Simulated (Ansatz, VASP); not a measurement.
## Two plane-wave programs on WSe2

```
CELL_PARAMETERS angstrom
3.31516 0.00000 0.00000
-1.65758 2.87101 0.00000
0.00000 0.00000 13.71159
ATOMIC_POSITIONS crystal
W 0.33333 0.66667 0.25000
W 0.66667 0.33333 0.75000
Se 0.33333 0.66667 0.62882
Se 0.66667 0.33333 0.12882
Se 0.33333 0.66667 0.87118
Se 0.66667 0.33333 0.37118
```

Alike in both runs: functional r2SCAN; k mesh 9 × 9 × 2; occupations gaussian, width 0.02 eV; no spin polarisation.

Ansatz relaxed the structure, and its values are those at the end. VASP's run is a single point on that final structure, the one shown.

|  | VASP | Ansatz |
| --- | --- | --- |
| version | VASP 6.6.1 | Ansatz 0.2.0 |
| potentials or method | VASP PAW PBE potentials, release 64 (W_sv, Se), cutoff 520 eV | scalar-relativistic, plane waves, PAW |
| valence electrons in the cell | 52 | 92 |

```csv
,VASP,Ansatz,Ansatz less VASP
gap on the k mesh at the Fermi level (eV),1.42,1.42,+0.006
least direct gap on the mesh (eV),1.58,1.59,+0.002
pressure (GPa),0.3,0.0,-0.31
rms of the force components (eV/Å),0.021,0.000,-0.0206
```

VASP's potentials were made for PBE, not for r2SCAN. With one functional, cell and mesh, what is left measures potentials, basis and numerics. VASP's potentials hold 52 valence electrons a cell and Ansatz's 92, so a difference there can come from the potentials and not from the codes.

Spin-orbit coupling is off throughout.
